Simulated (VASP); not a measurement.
# KRu4 (P6/mmm) in VASP: further runs

KRu4 is run at these levels: PBE; tasks: single point, relaxation of cell and atoms.

Everything below comes from runs of VASP 6.6.1. Logs are shortened: lines on timing, memory, paths and dates and some standing lists are left out, and cuts for length are marked.

### Step 1. The cell of the first run

It takes space group P6/mmm (No. 191, hexagonal). Conventional cell: a = 4.819 Å, b = 4.819 Å, c = 4.693 Å, α = 90.00°, β = 90.00°, γ = 120.00°. K (site symmetry 6/mmm) has 18 Ru at 2.78 to 3.64 Å within 3.7 Å. Ru (site symmetry -6m2) has 5 Ru at 2.35 to 2.78 Å and 3 K at 2.78 Å within 3.1 Å. Within 3.1 Å of Ru (site symmetry -6m2) lie 5 Ru at 2.35 to 2.78 Å.

The cell was generated, and may not be a known phase.

### Step 2. Single point, PBE

Contents of INCAR:

```
SYSTEM = KRu4
PREC = Accurate
ENCUT = 520
EDIFF = 1E-7
ISMEAR = 0
SIGMA = 0.1
LREAL = .False.
LASPH = .True.
NELM = 60
ALGO = Fast
ISIF = 2
LWAVE = .False.
LCHARG = .False.
GGA = PE
NBANDS = 40
```

Contents of KPOINTS:

```
regular mesh
0
Gamma
  6 6 4
  0 0 0
```

Contents of POSCAR:

```
KRu4
1.0
    4.8186867378      0.0000000000      0.0000000000
   -2.4093433689      4.1731051278      0.0000000000
    0.0000000000      0.0000000000      4.6926790725
K Ru
1 4
Direct
    0.0000000000      0.0000000000      0.0000000000
    0.3333333333      0.6666666667      0.0000000000
    0.6666666667      0.3333333333      0.0000000000
    0.3333333333      0.6666666667      0.5000000000
    0.6666666667      0.3333333333      0.5000000000
```

Potentials or basis: VASP PAW PBE potentials, release 64 (K_sv, Ru_pv).

On the command line:

```
$ cat potpaw_PBE.64/K_sv/POTCAR potpaw_PBE.64/Ru_pv/POTCAR > POTCAR
$ mpirun -np 1 vasp_std > vasp.out
```

OUTCAR:

```text
SYSTEM = KRu4
   PREC = Accurate
   ENCUT = 520
   EDIFF = 1E-7
   ISMEAR = 0
   LREAL = .False.
   LASPH = .True.
   NELM = 60
   ISIF = 2
   GGA = PE

 ion  position               nearest neighbor table
   1  0.000  0.000  0.000-   2 2.78   3 2.78   2 2.78   3 2.78   3 2.78   2 2.78
   2  0.333  0.667  0.000-   4 2.35   4 2.35   3 2.78   1 2.78   3 2.78   1 2.78   1 2.78   3 2.78

   3  0.667  0.333  0.000-   5 2.35   5 2.35   2 2.78   1 2.78   2 2.78   1 2.78   1 2.78   2 2.78

   4  0.333  0.667  0.500-   2 2.35   2 2.35   5 2.78   5 2.78   5 2.78
   5  0.667  0.333  0.500-   3 2.35   3 2.35   4 2.78   4 2.78   4 2.78

  LATTYP: Found a hexagonal cell.
 ALAT       =     4.8186867378
 C/A-ratio  =     0.9738502061

  Lattice vectors:

 A1 = (   4.8186867378,   0.0000000000,   0.0000000000)
 A2 = (  -2.4093433689,   4.1731051278,   0.0000000000)
 A3 = (   0.0000000000,   0.0000000000,   4.6926790725)

Analysis of symmetry for initial positions (statically):
=====================================================================
 Subroutine PRICEL returns:
 Original cell was already a primitive cell.

 Routine SETGRP: Setting up the symmetry group for a
 hexagonal supercell.

 Subroutine GETGRP returns: Found 24 space group operations
 (whereof 24 operations were pure point group operations)
 out of a pool of 24 trial point group operations.

The static configuration has the point symmetry D_6h.

Analysis of symmetry for dynamics (positions and initial velocities):
=====================================================================
 Subroutine PRICEL returns:
 Original cell was already a primitive cell.

 Routine SETGRP: Setting up the symmetry group for a
 hexagonal supercell.

 Subroutine GETGRP returns: Found 24 space group operations
 (whereof 24 operations were pure point group operations)
 out of a pool of 24 trial point group operations.

The dynamic configuration has the point symmetry D_6h.

 Subroutine INISYM returns: Found 24 space group operations
 (whereof 24 operations are pure point group operations),
 and found     1 'primitive' translations

----------------------------------------------------------------------------------------

                                     Primitive cell

  volume of cell :      94.3646

  direct lattice vectors                    reciprocal lattice vectors
     4.818686738  0.000000000  0.000000000     0.207525422  0.119814858  0.000000000
    -2.409343369  4.173105128  0.000000000     0.000000000  0.239629717  0.000000000
     0.000000000  0.000000000  4.692679072     0.000000000  0.000000000  0.213097888

  length of vectors
     4.818686738  4.818686738  4.692679072     0.239629717  0.239629717  0.213097888

  position of ions in fractional coordinates (direct lattice)
     0.000000000  0.000000000  0.000000000
     0.333333333  0.666666667  0.000000000
     0.666666667  0.333333333  0.000000000
     0.333333333  0.666666667  0.500000000
     0.666666667  0.333333333  0.500000000

  ion indices of the primitive-cell ions
   primitive index   ion index
                 1           1
                 2           2
                 3           3
                 4           4
                 5           5

----------------------------------------------------------------------------------------

 KPOINTS: regular mesh

Automatic generation of k-mesh.
 Grid dimensions read from file:
 generate k-points for:    6    6    4

 Generating k-lattice:

  Cartesian coordinates                     Fractional coordinates (reciprocal lattice)
     0.034587570  0.019969143  0.000000000     0.166666667  0.000000000  0.000000000
     0.000000000  0.039938286  0.000000000     0.000000000  0.166666667  0.000000000
     0.000000000  0.000000000  0.053274472     0.000000000  0.000000000  0.250000000

  Length of vectors
     0.039938286  0.039938286  0.053274472

  Shift w.r.t. Gamma in fractional coordinates (k-lattice)
     0.000000000  0.000000000  0.000000000

 Subroutine IBZKPT returns following result:
 ===========================================

 Found     21 irreducible k-points:

 Following reciprocal coordinates:
            Coordinates               Weight
  0.000000  0.000000  0.000000      1.000000
  0.166667  0.000000  0.000000      6.000000
  0.333333  0.000000  0.000000      6.000000
  0.500000  0.000000  0.000000      3.000000
  0.166667  0.166667  0.000000      6.000000
  0.333333  0.166667  0.000000     12.000000
[... 13 lines left out ...]
  0.333333  0.166667  0.500000     12.000000
  0.333333  0.333333  0.500000      2.000000
   k-points           NKPTS =     21   k-points in BZ     NKDIM =     21   number of bands    NBANDS=     40
   number of dos      NEDOS =    301   number of ions     NIONS =      5
   total plane-waves  NPLWV =  46656
   dimension x,y,z NGX =    36 NGY =   36 NGZ =   36
   dimension x,y,z NGXF=    72 NGYF=   72 NGZF=   72
   ions per type =               1   4
   NGX,Y,Z   is equivalent  to a cutoff of  12.42, 12.42, 12.75 a.u.
   NGXF,Y,Z  is equivalent  to a cutoff of  24.84, 24.84, 25.51 a.u.
 SYSTEM =  KRu4
   PREC   = accura    normal or accurate (medium, high low for compatibility)
   ISTART =      0    job   : 0-new  1-cont  2-samecut
   ICHARG =      2    charge: 1-file 2-atom 10-const
   ISPIN  =      1    spin polarized calculation?
   LNONCOLLINEAR =      F non collinear calculations
   LSORBIT =      F    spin-orbit coupling
   LASPH  =      T    aspherical Exc in radial PAW
   ENCUT  =  520.0 eV  38.22 Ry    6.18 a.u.   8.96  8.96  8.73*2*pi/ulx,y,z
   NELM   =     60;   NELMIN=  2; NELMDL= -5     # of ELM steps
   EDIFF  = 0.1E-06   stopping-criterion for ELM
   LREAL  =      F    real-space projection
   EDIFFG = 0.1E-05   stopping-criterion for IOM
   NSW    =      0    number of steps for IOM
   IBRION =     -1    ionic relax: 0-MD 1-quasi-New 2-CG
   NFREE  =      0    steps in history (QN), initial steepest desc. (CG)
   ISIF   =      2    stress and relaxation
   ISYM   =      2    0-nonsym 1-usesym 2-fastsym
   POTIM  = 0.5000    time-step for ionic-motion
   TEBEG  =    0.0;   TEEND  =   0.0 temperature during run
   PSTRESS=    0.0 pullay stress
   NELECT =      65.0000    total number of electrons
   NUPDOWN=      -1.0000    fix difference up-down
   EMIN   =  10.00;   EMAX   =-10.00  energy-range for DOS
   EFERMI =   0.00;   METHOD = LEGACY
   ISMEAR =     0;   SIGMA  =   0.10  broadening in eV -4-tet -1-fermi 0-gaus
   EFERMI_NEDOS =   21; number of points for ismear=-14 and -15
   IALGO  =     68    algorithm
   IMIX   =      4    mixing-type and parameters
     AMIX     =   0.40;   BMIX     =  1.00
     AMIX_MAG =   1.60;   BMIX_MAG =  1.00
  volume/ion in A,a.u.               =      18.87       127.36
  Fermi-wavevector in a.u.,A,eV,Ry     =   1.445805  2.732175 28.440959  2.090351
  Thomas-Fermi vector in A             =   2.563945
   LORBIT       =      0    0 simple, 1 ext, 2 COOP (PROOUT), +10 PAW based schemes
   GGA     = PE    functional components
   LHFCALC =     F    Hartree Fock is set to
   AEXX    =    0.0000 exact exchange contribution
   IVDW    =     0    specifies the selected vdW correction
   LEPSILON=     F    determine dielectric tensor
   LRPA    =     F    only Hartree local field effects (RPA)
 non-spin polarized calculation
 RMM-DIIS sequential band-by-band and
 Gauss-broadening in eV      SIGMA  =   0.10
  energy-cutoff  :      520.00
  volume of cell :       94.36
 maximum number of plane-waves:      2567
 NGX is ok and might be reduce to    36
   NGX = 17   NGY = 17   NGZ = 17

 number of electron      64.9999995 magnetization

 Free energy of the ion-electron system (eV)
  ---------------------------------------------------
  ext. energy  EPLUGINS =         0.00000000
  ---------------------------------------------------
  free energy    TOTEN  =       -31.54827603 eV

  energy without entropy =      -31.52590059  energy(sigma->0) =      -31.53708831

 E-fermi :   7.0494     XC(G=0): -11.4920

 val. band max:        7.0421463512   @ k =   0.1667   0.1667   0.0000
 cond. band min:       7.0509020634   @ k =   0.1667   0.1667   0.5000
 fundamental gap:      0.0087557122
 Fermi energy:         7.0494123140

 k-point     1 :       0.0000    0.0000    0.0000
  band No.  band energies     occupation
      1     -36.7748      2.00000
      2     -36.7004      2.00000
      3     -35.7227      2.00000
      4     -35.7227      2.00000
      5     -35.4830      2.00000
      6     -35.4830      2.00000
[... 32 lines left out ...]
     39      10.0521      0.00000
     40      10.4055      0.00000

 k-point     2 :       0.1667    0.0000    0.0000
  band No.  band energies     occupation
      1     -36.7705      2.00000
      2     -36.7048      2.00000
      3     -35.7283      2.00000
      4     -35.7097      2.00000
      5     -35.4880      2.00000
      6     -35.4713      2.00000
[... 32 lines left out ...]
     39       9.9073      0.00000
     40      10.2172      0.00000

 k-point     3 :       0.3333    0.0000    0.0000
  band No.  band energies     occupation
      1     -36.7591      2.00000
      2     -36.7162      2.00000
      3     -35.7387      2.00000
      4     -35.6779      2.00000
      5     -35.5024      2.00000
      6     -35.4975      2.00000
[... 32 lines left out ...]
     39       9.5156      0.00000
     40      10.0471      0.00000

 k-point     4 :       0.5000    0.0000    0.0000
  band No.  band energies     occupation
      1     -36.7501      2.00000
      2     -36.7253      2.00000
      3     -35.7437      2.00000
      4     -35.6564      2.00000
      5     -35.5246      2.00000
      6     -35.5020      2.00000
[... 32 lines left out ...]
     39       9.1998      0.00000
     40      10.6199      0.00000
[... 643 lines left out ...]
     39      10.4283      0.00000
     40      10.8295      0.00000

 k-point    20 :       0.3333    0.1667    0.5000
  band No.  band energies     occupation
      1     -35.8998      2.00000
      2     -35.8806      2.00000
      3     -35.8594      2.00000
      4     -35.8398      2.00000
      5     -35.6591      2.00000
      6     -35.5981      2.00000
[... 32 lines left out ...]
     39       9.0867      0.00000
     40       9.4768      0.00000

 k-point    21 :       0.3333    0.3333    0.5000
  band No.  band energies     occupation
      1     -35.8903      2.00000
      2     -35.8903      2.00000
      3     -35.8496      2.00000
      4     -35.8496      2.00000
      5     -35.6646      2.00000
      6     -35.6051      2.00000
[... 32 lines left out ...]
     39       9.1338      0.00000
     40       9.1338      0.00000

------------------------ aborting loop because EDIFF is reached ----------------------------------------

  FORCE on cell =-STRESS in cart. coord.  units (eV):
  Direction    XX          YY          ZZ          XY          YZ          ZX
  --------------------------------------------------------------------------------------
  -------------------------------------------------------------------------------------
  Total        0.3657101      0.3657101      0.0248083      0.0000000      0.0000000      0.0000000
  in kB        6.2092425      6.2092425      0.4212098      0.0000000      0.0000000      0.0000000
  external PRESSURE =       4.2798983 kB  Pullay stress =       0.0000000 kB

 VOLUME and BASIS-vectors are now :
 -----------------------------------------------------------------------------
  energy-cutoff  :      520.00
  volume of cell :       94.36
      direct lattice vectors                 reciprocal lattice vectors
     4.818686738  0.000000000  0.000000000     0.207525422  0.119814858  0.000000000
    -2.409343369  4.173105128  0.000000000     0.000000000  0.239629717  0.000000000
     0.000000000  0.000000000  4.692679072     0.000000000  0.000000000  0.213097888

 POSITION                                       TOTAL-FORCE (eV/Angst)
 -----------------------------------------------------------------------------------
      0.00000      0.00000      0.00000        -0.000000      0.000000      0.000000
     -0.00000      2.78207      0.00000        -0.000000     -0.000000      0.000000
      2.40934      1.39104      0.00000         0.000000      0.000000      0.000000
     -0.00000      2.78207      2.34634        -0.000000     -0.000000      0.000000
      2.40934      1.39104      2.34634         0.000000     -0.000000      0.000000
 -----------------------------------------------------------------------------------
    total drift:                                0.000000      0.000000      0.000000

  FREE ENERGIE OF THE ION-ELECTRON SYSTEM (eV)
  ---------------------------------------------------
  free  energy   TOTEN  =       -31.5482760298 eV

  energy  without entropy=      -31.5259005887  energy(sigma->0) =      -31.53708831
```

Wall time 2.7 min (1 thread of Oxide Virtual Turin-like, shared host); peak memory 0.2 GiB.

Results:

```
Free energy            : -31.5483 eV
Pressure               : 0.4 GPa
Band gap on the k mesh : zero (an odd number of electrons rules out a gap without spin polarisation)
```

(Part 1 of 3 ends here.)
